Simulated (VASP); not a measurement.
# BN (Qingsongite) in VASP: notebook

BN (Qingsongite) is run at these levels: PBE; tasks: single point.

Program: VASP 6.6.1. These are calculated values, not measurements. Logs are shortened: lines on timing, memory, paths and dates and some standing lists are left out, and cuts for length are marked.

## 1. The cell of the first run

Symmetry: F-43m, No. 216, cubic system. Conventional cell: a = 3.615 Å, b = 3.615 Å, c = 3.615 Å, α = 90.00°, β = 90.00°, γ = 90.00°. Within 2.1 Å of B (site symmetry -43m) lie 4 N at 1.57 Å. N (site symmetry -43m) has 4 B at 1.57 Å within 2.1 Å.

## 2. Single point, PBE

INCAR reads:

```
SYSTEM = BN
PREC     = Accurate       ! precision mode
ENCUT    = 600            ! plane-wave cutoff, eV
EDIFF    = 1E-6           ! SCF threshold, eV
ISMEAR   = -1             ! smearing method
SIGMA    = 0.02           ! smearing width, eV
LREAL    = .False.        ! projectors in reciprocal space
LASPH    = .True.         ! aspherical terms in the spheres
NELM     = 120            ! most SCF steps
ALGO     = Normal         ! electronic algorithm
ISIF     = 2              ! what is computed and relaxed
LWAVE    = .False.        ! write WAVECAR
LCHARG   = .False.        ! write CHGCAR
GGA      = PE             ! functional
NBANDS   = 11             ! bands
GGA_COMPAT= .False.
```

KPOINTS reads:

```
regular mesh
0
Gamma
  10 10 10
  0 0 0
```

POSCAR reads:

```
BN
1.0
    0.0000000000      1.8075000000      1.8075000000
    1.8075000000      0.0000000000      1.8075000000
    1.8075000000      1.8075000000      0.0000000000
B N
1 1
Direct
    0.0000000000      0.0000000000      0.0000000000
    0.2500000000      0.2500000000      0.2500000000
```

Potentials or basis: VASP PAW PBE potentials, release 64 (B, N).

Run with:

```
$ cat potpaw_PBE.64/B/POTCAR potpaw_PBE.64/N/POTCAR > POTCAR
$ mpirun -np 1 vasp_std > vasp.out
```

OUTCAR:

```text
SYSTEM = BN
   PREC = Accurate
   ENCUT = 600
   EDIFF = 1E-6
   ISMEAR = -1
   LREAL = .False.
   LASPH = .True.
   NELM = 120
   ISIF = 2
   GGA = PE

 ion  position               nearest neighbor table
   1  0.000  0.000  0.000-   2 1.57   2 1.57   2 1.57   2 1.57
   2  0.250  0.250  0.250-   1 1.57   1 1.57   1 1.57   1 1.57

  LATTYP: Found a face centered cubic cell.
 ALAT       =     3.6150000000

  Lattice vectors:

 A1 = (   0.0000000000,   1.8075000000,   1.8075000000)
 A2 = (   1.8075000000,   0.0000000000,   1.8075000000)
 A3 = (   1.8075000000,   1.8075000000,   0.0000000000)

Analysis of symmetry for initial positions (statically):
=====================================================================
 Subroutine PRICEL returns:
 Original cell was already a primitive cell.

 Routine SETGRP: Setting up the symmetry group for a
 face centered cubic supercell.

 Subroutine GETGRP returns: Found 24 space group operations
 (whereof 24 operations were pure point group operations)
 out of a pool of 48 trial point group operations.

The static configuration has the point symmetry T_d .

Analysis of symmetry for dynamics (positions and initial velocities):
=====================================================================
 Subroutine PRICEL returns:
 Original cell was already a primitive cell.

 Routine SETGRP: Setting up the symmetry group for a
 face centered cubic supercell.

 Subroutine GETGRP returns: Found 24 space group operations
 (whereof 24 operations were pure point group operations)
 out of a pool of 48 trial point group operations.

The dynamic configuration has the point symmetry T_d .

 Subroutine INISYM returns: Found 24 space group operations
 (whereof 24 operations are pure point group operations),
 and found     1 'primitive' translations

----------------------------------------------------------------------------------------

                                     Primitive cell

  volume of cell :      11.8104

  direct lattice vectors                    reciprocal lattice vectors
     0.000000000  1.807500000  1.807500000    -0.276625173  0.276625173  0.276625173
     1.807500000  0.000000000  1.807500000     0.276625173 -0.276625173  0.276625173
     1.807500000  1.807500000  0.000000000     0.276625173  0.276625173 -0.276625173

  length of vectors
     2.556191014  2.556191014  2.556191014     0.479128854  0.479128854  0.479128854

  position of ions in fractional coordinates (direct lattice)
     0.000000000  0.000000000  0.000000000
     0.250000000  0.250000000  0.250000000

  ion indices of the primitive-cell ions
   primitive index   ion index
                 1           1
                 2           2

----------------------------------------------------------------------------------------

 KPOINTS: regular mesh

Automatic generation of k-mesh.
 Grid dimensions read from file:
 generate k-points for:   10   10   10

 Generating k-lattice:

  Cartesian coordinates                     Fractional coordinates (reciprocal lattice)
    -0.027662517  0.027662517  0.027662517     0.100000000  0.000000000  0.000000000
     0.027662517 -0.027662517  0.027662517     0.000000000  0.100000000  0.000000000
     0.027662517  0.027662517 -0.027662517     0.000000000  0.000000000  0.100000000

  Length of vectors
     0.047912885  0.047912885  0.047912885

  Shift w.r.t. Gamma in fractional coordinates (k-lattice)
     0.000000000  0.000000000  0.000000000

 Subroutine IBZKPT returns following result:
 ===========================================

 Found     47 irreducible k-points:

 Following reciprocal coordinates:
            Coordinates               Weight
  0.000000  0.000000  0.000000      1.000000
  0.100000  0.000000  0.000000      8.000000
  0.200000  0.000000  0.000000      8.000000
  0.300000  0.000000  0.000000      8.000000
  0.400000  0.000000  0.000000      8.000000
  0.500000  0.000000  0.000000      4.000000
[... 16 lines left out ...]
  0.300000  0.300000  0.000000      6.000000
  0.400000  0.300000  0.000000     24.000000
 [... further k-points ...]
   k-points           NKPTS =     47   k-points in BZ     NKDIM =     47   number of bands    NBANDS=     11
   number of dos      NEDOS =    301   number of ions     NIONS =      2
   total plane-waves  NPLWV =   8000
   dimension x,y,z NGX =    20 NGY =   20 NGZ =   20
   dimension x,y,z NGXF=    40 NGYF=   40 NGZF=   40
   ions per type =               1   1
   NGX,Y,Z   is equivalent  to a cutoff of  13.01, 13.01, 13.01 a.u.
   NGXF,Y,Z  is equivalent  to a cutoff of  26.01, 26.01, 26.01 a.u.
 SYSTEM =  BN
   PREC   = accura    normal or accurate (medium, high low for compatibility)
   ISTART =      0    job   : 0-new  1-cont  2-samecut
   ICHARG =      2    charge: 1-file 2-atom 10-const
   ISPIN  =      1    spin polarized calculation?
   LNONCOLLINEAR =      F non collinear calculations
   LSORBIT =      F    spin-orbit coupling
   LASPH  =      T    aspherical Exc in radial PAW
   ENCUT  =  600.0 eV  44.10 Ry    6.64 a.u.   5.11  5.11  5.11*2*pi/ulx,y,z
   NELM   =    120;   NELMIN=  2; NELMDL= -5     # of ELM steps
   EDIFF  = 0.1E-05   stopping-criterion for ELM
   LREAL  =      F    real-space projection
   EDIFFG = 0.1E-04   stopping-criterion for IOM
   NSW    =      0    number of steps for IOM
   IBRION =     -1    ionic relax: 0-MD 1-quasi-New 2-CG
   NFREE  =      0    steps in history (QN), initial steepest desc. (CG)
   ISIF   =      2    stress and relaxation
   ISYM   =      2    0-nonsym 1-usesym 2-fastsym
   POTIM  = 0.5000    time-step for ionic-motion
   TEBEG  =    0.0;   TEEND  =   0.0 temperature during run
   PSTRESS=    0.0 pullay stress
   NELECT =       8.0000    total number of electrons
   NUPDOWN=      -1.0000    fix difference up-down
   EMIN   =  10.00;   EMAX   =-10.00  energy-range for DOS
   EFERMI =   0.00;   METHOD = LEGACY
   ISMEAR =    -1;   SIGMA  =   0.02  broadening in eV -4-tet -1-fermi 0-gaus
   EFERMI_NEDOS =   21; number of points for ismear=-14 and -15
   IALGO  =     38    algorithm
   IMIX   =      4    mixing-type and parameters
     AMIX     =   0.40;   BMIX     =  1.00
     AMIX_MAG =   1.60;   BMIX_MAG =  1.00
  volume/ion in A,a.u.               =       5.91        39.85
  Fermi-wavevector in a.u.,A,eV,Ry     =   1.437749  2.716952 28.124920  2.067123
  Thomas-Fermi vector in A             =   2.556793
   LORBIT       =      0    0 simple, 1 ext, 2 COOP (PROOUT), +10 PAW based schemes
   GGA     = PE    functional components
   LHFCALC =     F    Hartree Fock is set to
   AEXX    =    0.0000 exact exchange contribution
   IVDW    =     0    specifies the selected vdW correction
   LEPSILON=     F    determine dielectric tensor
   LRPA    =     F    only Hartree local field effects (RPA)
 non-spin polarized calculation
  energy-cutoff  :      600.00
  volume of cell :       11.81
 maximum number of plane-waves:       411
   NGX = 11   NGY = 11   NGZ = 11

 number of electron       7.9999999 magnetization

 Free energy of the ion-electron system (eV)
  ---------------------------------------------------
  ext. energy  EPLUGINS =         0.00000000
  ---------------------------------------------------
  free energy    TOTEN  =       -17.45341839 eV

  energy without entropy =      -17.45341839  energy(sigma->0) =      -17.45341839

 E-fermi :   7.7986     XC(G=0): -12.8222

 val. band max:        7.4025076678   @ k =   0.0000   0.0000   0.0000
 cond. band min:      11.8620074930   @ k =   0.5000   0.5000   0.0000
 fundamental gap:      4.4594998253
 Fermi energy:         7.7986249305

 k-point     1 :       0.0000    0.0000    0.0000
  band No.  band energies     occupation
      1     -12.8283      2.00000
      2       7.4025      2.00000
      3       7.4025      2.00000
      4       7.4025      2.00000
      5      16.2223      0.00000
      6      16.2223      0.00000
      7      16.2223      0.00000
      8      17.7526      0.00000
      9      32.1550      0.00000
     10      35.1689      0.00000
     11      35.1689      0.00000

 k-point     2 :       0.1000    0.0000    0.0000
  band No.  band energies     occupation
      1     -12.5851      2.00000
      2       6.1329      2.00000
      3       7.1487      2.00000
      4       7.1487      2.00000
      5      16.4965      0.00000
      6      16.6066      0.00000
      7      16.6066      0.00000
      8      18.5449      0.00000
      9      31.8621      0.00000
     10      32.5685      0.00000
     11      32.5685      0.00000

 k-point     3 :       0.2000    0.0000    0.0000
  band No.  band energies     occupation
      1     -11.8697      2.00000
      2       3.4174      2.00000
      3       6.5778      2.00000
      4       6.5778      2.00000
      5      16.8704      0.00000
      6      17.4016      0.00000
      7      17.4016      0.00000
      8      20.2053      0.00000
      9      31.0953      0.00000
     10      31.0953      0.00000
     11      31.1556      0.00000

 k-point     4 :       0.3000    0.0000    0.0000
  band No.  band energies     occupation
      1     -10.7395      2.00000
      2       0.4607      2.00000
      3       5.9998      2.00000
      4       5.9998      2.00000
      5      17.2146      0.00000
      6      17.9683      0.00000
      7      17.9683      0.00000
      8      21.6030      0.00000
      9      30.6721      0.00000
     10      31.3496      0.00000
     11      31.3496      0.00000

 k-point     5 :       0.4000    0.0000    0.0000
  band No.  band energies     occupation
      1      -9.3939      2.00000
      2      -2.0892      2.00000
      3       5.6019      2.00000
      4       5.6019      2.00000
      5      17.4610      0.00000
      6      18.1145      0.00000
      7      18.1145      0.00000
      8      22.4064      0.00000
      9      30.6975      0.00000
     10      33.0194      0.00000
     11      33.0194      0.00000
[... 211 lines left out ...]
 k-point    21 :      -0.3000    0.2000    0.0000
  band No.  band energies     occupation
      1      -9.1244      2.00000
      2      -0.7460      2.00000
      3       2.4294      2.00000
      4       5.3238      2.00000
      5      17.1931      0.00000
      6      19.4023      0.00000
      7      19.8525      0.00000
      8      22.2120      0.00000
      9      29.0146      0.00000
     10      29.8380      0.00000
     11      34.1698      0.00000

 k-point    22 :      -0.2000    0.2000    0.0000
  band No.  band energies     occupation
      1     -10.3657      2.00000
      2       1.2404      2.00000
      3       3.1344      2.00000
      4       6.1062      2.00000
      5      17.9640      0.00000
      6      18.3689      0.00000
      7      18.8928      0.00000
      8      21.1255      0.00000
      9      28.7150      0.00000
     10      29.7563      0.00000
     11      34.1869      0.00000

 k-point    23 :       0.3000    0.3000    0.0000
  band No.  band energies     occupation
      1     -10.0592      2.00000
      2       2.1799      2.00000
      3       3.7395      2.00000
      4       3.7395      2.00000
      5      13.5415      0.00000
      6      18.1887      0.00000
      7      22.1332      0.00000
      8      22.1332      0.00000
      9      26.1626      0.00000
     10      34.7801      0.00000
     11      39.2684      0.00000

 k-point    24 :       0.4000    0.3000    0.0000
  band No.  band energies     occupation
      1      -9.0549      2.00000
      2       0.6259      2.00000
      3       2.8911      2.00000
      4       3.3300      2.00000
      5      13.5019      0.00000
      6      18.0402      0.00000
      7      22.8809      0.00000
      8      22.9782      0.00000
      9      27.1095      0.00000
     10      34.4872      0.00000
     11      39.1929      0.00000

 [... further k-points ...]

------------------------ aborting loop because EDIFF is reached ----------------------------------------

  FORCE on cell =-STRESS in cart. coord.  units (eV):
  Direction    XX          YY          ZZ          XY          YZ          ZX
  --------------------------------------------------------------------------------------
  -------------------------------------------------------------------------------------
  Total        0.2225206      0.2225206      0.2225206     -0.0000000      0.0000000      0.0000000
  in kB       30.1867175     30.1867175     30.1867175     -0.0000000      0.0000000      0.0000000
  external PRESSURE =      30.1867175 kB  Pullay stress =       0.0000000 kB

 VOLUME and BASIS-vectors are now :
 -----------------------------------------------------------------------------
  energy-cutoff  :      600.00
  volume of cell :       11.81
      direct lattice vectors                 reciprocal lattice vectors
     0.000000000  1.807500000  1.807500000    -0.276625173  0.276625173  0.276625173
     1.807500000  0.000000000  1.807500000     0.276625173 -0.276625173  0.276625173
     1.807500000  1.807500000  0.000000000     0.276625173  0.276625173 -0.276625173

 POSITION                                       TOTAL-FORCE (eV/Angst)
 -----------------------------------------------------------------------------------
      0.00000      0.00000      0.00000         0.000000     -0.000000     -0.000000
      0.90375      0.90375      0.90375        -0.000000      0.000000      0.000000
 -----------------------------------------------------------------------------------
    total drift:                                0.000000      0.000000      0.000000

  FREE ENERGIE OF THE ION-ELECTRON SYSTEM (eV)
  ---------------------------------------------------
  free  energy   TOTEN  =       -17.4534183876 eV

  energy  without entropy=      -17.4534183876  energy(sigma->0) =      -17.45341839
```

Run time: 7.5 s. Hardware: 1 thread of Intel Xeon 8259CL, shared host; peak memory 0.12 GiB.

What came out:

* Free energy: -17.4534 eV
* Pressure: 3.0 GPa
* Band gap on the k mesh: 4.46 eV, indirect (least direct gap 8.82 eV)

Levels at points of the mesh, in eV from the valence-band top:
```csv
k point,band 2,band 3,band 4,band 5,band 6,band 7
"(0.00, 0.00, 0.00)",0.00,0.00,0.00,8.82,8.82,8.82
"(0.50, 0.00, 0.00)",-10.69,-1.94,-1.94,10.15,10.71,10.71
"(0.50, 0.50, 0.00)",-8.92,-4.90,-4.90,4.46,9.23,17.92
```

A k mesh can miss the band edges. Expect the measured gap to be larger: semilocal functionals such as PBE lack the derivative discontinuity.

## 3. Single point, PBE

INCAR reads:

```
SYSTEM = BN
ALGO     = Normal         ! electronic algorithm
EDIFF    = 1E-6           ! SCF threshold, eV
ENCUT    = 600            ! plane-wave cutoff, eV
GGA      = PE             ! functional
GGA_COMPAT= .False.      
ISIF     = 2              ! what is computed and relaxed
ISMEAR   = -1             ! smearing method
LASPH    = .True.         ! aspherical terms in the spheres
LCHARG   = .True.         ! write CHGCAR
LELF     = .True.         ! ELF
LREAL    = .False.        ! projectors in reciprocal space
LVHAR    = .True.       
LWAVE    = .False.        ! write WAVECAR
NBANDS   = 11             ! bands
NELM     = 120            ! most SCF steps
PREC     = Accurate       ! precision mode
SIGMA    = 0.02           ! smearing width, eV
```

KPOINTS reads:

```
k-points
0
Gamma
  10 10 10
  0 0 0
```

POSCAR reads:

```
BN
1.0
   -0.0180750000      1.7984625000      1.7984625000
    1.7984625000     -0.0180750000      1.7984625000
    1.7984625000      1.7984625000     -0.0180750000
B N
1 1
Direct
    0.0000000000      0.0000000000      0.0000000000
    0.2500000000      0.2500000000      0.2500000000
```

Potentials or basis: VASP PAW PBE potentials, release 64 (B, N).

Run with:

```
$ cat potpaw_PBE.64/B/POTCAR potpaw_PBE.64/N/POTCAR > POTCAR
$ mpirun -np 1 vasp_std > vasp.out
```

Run time: 17 s. Hardware: 1 thread of Intel Xeon 8259CL, shared host; peak memory 0.13 GiB.

Results (log left out):

```yaml
Free_energy: -17.4483 eV
Pressure: 3.2 GPa
Largest_force: 0.045 eV/Å
Band_gap_on_the_k_mesh: 4.42 eV, indirect (least direct gap 8.65 eV)
```

Forces in eV/Å, atoms in the order of the input:
```
B   -0.026 -0.026 -0.026
N    0.026  0.026  0.026
```

Stress tensor (GPa, compression positive):
```
3.16 4.60 4.60
4.60 3.16 4.60
4.60 4.60 3.16
```

Levels at points of the mesh, in eV from the valence-band top:
```
           k point  band 2  band 3  band 4  band 5  band 6  band 7
(0.00, 0.00, 0.00)   -0.05   -0.05    0.00    8.65    8.65    8.97
(0.50, 0.00, 0.00)  -10.74   -1.95   -1.92   10.15   10.56   10.91
(0.50, 0.50, 0.00)   -8.95   -5.03   -4.84    4.42    9.21   17.87
(0.50, 0.50, 0.50)  -10.69   -2.09   -2.09    9.84   10.56   10.56
```

## 4. Single point, PBE

INCAR reads:

```
ALGO = Normal ; EDIFF = 1E-6
ENCUT = 600 ; GGA = PE
GGA_COMPAT = F ; ISIF = 2
ISMEAR = -1 ; LASPH = T
LCHARG = F ; LREAL = F
LWAVE = F ; NBANDS = 11
NELM = 120 ; PREC = Accurate
SIGMA = 0.02
```

KPOINTS reads:

```
k-points
0
Gamma
  10 10 10
```

POSCAR reads:

```
BN
1.0
   -0.0120500000      1.8014750000      1.8014750000
    1.8014750000     -0.0120500000      1.8014750000
    1.8014750000      1.8014750000     -0.0120500000
B N
1 1
Direct
    0.0000000000      0.0000000000      0.0000000000
    0.2500000000      0.2500000000      0.2500000000
```

Run with:

```
$ cat potpaw_PBE.64/B/POTCAR potpaw_PBE.64/N/POTCAR > POTCAR
$ mpirun -np 1 vasp_std > vasp.out
```

It took 11 s on 1 thread of Intel Xeon 8259CL, shared host; peak memory 0.13 GiB.

The run converged. Its results:

* Free energy: -17.4512 eV
* Pressure: 3.1 GPa
* Largest force: 0.027 eV/Å
* Band gap on the k mesh: 4.43 eV, indirect (least direct gap 8.71 eV)

Forces in eV/Å, atoms in the order of the input:
```
B   -0.016 -0.016 -0.016
N    0.016  0.016  0.016
```

Stress tensor (GPa, compression positive):
```
3.08 3.05 3.05
3.05 3.08 3.05
3.05 3.05 3.08
```

Levels at points of the mesh, in eV from the valence-band top:
| k point | band 1 | band 2 | band 3 | band 4 | band 5 | band 6 | band 7 | band 8 | band 9 |
| --- | --- | --- | --- | --- | --- | --- | --- | --- | --- |
| (0.00, 0.00, 0.00) | -20.26 | -0.04 | -0.04 | 0.00 | 8.71 | 8.71 | 8.94 | 10.37 | 24.73 |
| (0.50, 0.00, 0.00) | -16.07 | -10.72 | -1.95 | -1.93 | 10.16 | 10.61 | 10.83 | 15.23 | 23.44 |
| (0.50, 0.50, 0.00) | -14.67 | -8.94 | -4.99 | -4.86 | 4.43 | 9.21 | 17.89 | 17.89 | 20.77 |
| (0.50, 0.50, 0.50) | -15.95 | -10.69 | -2.04 | -2.04 | 9.94 | 10.61 | 10.61 | 15.26 | 23.38 |

## 5. Overview

```tsv
cell	gap on the mesh (eV)	pressure (GPa)	largest force (eV/Å)
a = 2.556 Å, angles 60.0°, 2 atoms	4.46	3.0	-
a = 2.543 Å, angles 60.7°, 2 atoms	4.42	3.2	0.04
a = 2.548 Å, angles 60.4°, 2 atoms	4.43	3.1	0.03
```

Alike in all rows: task single point; level PBE; potentials or basis VASP PAW PBE potentials, release 64 (B, N); no spin polarisation; k mesh 10 × 10 × 10; cutoff (eV) 600; smearing fermi-dirac 0.02 eV.

Absolute energies hang on the potentials; compare differences alone.
